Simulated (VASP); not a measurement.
A run of VASP 6.6.1 is set up as follows.

File INCAR:

```
  PREC = Accurate
  ENCUT = 520
  EDIFF = 1E-6
  ISMEAR = -1
  SIGMA = 0.1
  LREAL = False
  LASPH = True
  NELM = 100
  ALGO = Normal
  ISIF = 2
  LWAVE = False
  LCHARG = False
  GGA = CA
  NBANDS = 11
```

The input KPOINTS:

```
regular mesh
0
Gamma
  17 17 17
```

The input POSCAR:

```
Pd
1.0
    0.0000000000      1.7527702153      1.7527702153
    1.7527702153      0.0000000000      1.7527702153
    1.7527702153      1.7527702153      0.0000000000
Pd
1
Direct
    0.0000000000      0.0000000000      0.0000000000
```

Potentials or basis: VASP PAW LDA potentials, release 64 (Pd).

The run is started by

```bash
$ cat potpaw_LDA.64/Pd/POTCAR > POTCAR
$ mpirun -np 1 vasp_std > vasp.out
```

Task: Predict the band gap on the k mesh.

Result: Zero (band 5 reaches 16.60 eV, above the bottom of band 6 at 13.92 eV).

Task: Estimate the pressure.

Result: 128.7 GPa.
